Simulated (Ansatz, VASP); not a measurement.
SiO2: VASP beside Ansatz

```
Si O
1.0
     0.00000    2.26417    2.19624
     2.26417    0.00000    2.19624
     2.26417    2.26417    0.00000
Si O
1 2
Cartesian
  0.0000 0.0000 0.0000
  1.1321 1.1321 1.0981
  3.3963 3.3963 3.2944
```

Change from the starting cell: uniaxial_z strain -3.0%.

Alike in both runs: task single point; functional HSE06; k mesh 6 × 6 × 6; no spin polarisation.

|  | VASP | Ansatz |
| --- | --- | --- |
| version | VASP 6.6.1 | Ansatz 0.2.0 |
| potentials or method | VASP PAW PBE potentials, release 64 (Si, O) | plane waves, PAW |
| plane-wave cutoff (eV) | 520 | 420 |
| occupations | gaussian, width 0.01 eV | fixed |
| valence electrons in the cell | 16 | 16 |

|  | VASP | Ansatz | Ansatz less VASP |
| --- | --- | --- | --- |
| gap on the k mesh at the Fermi level (eV) | 2.94 | 2.97 | +0.032 |
| pressure (GPa) | 6.4 | 6.1 | -0.31 |
| traceless stress, the component that is largest in VASP (GPa) | 24.25 | 24.26 | +0.019 |

Ansatz's warnings: stress exchange threshold loose, stress scf threshold loose.
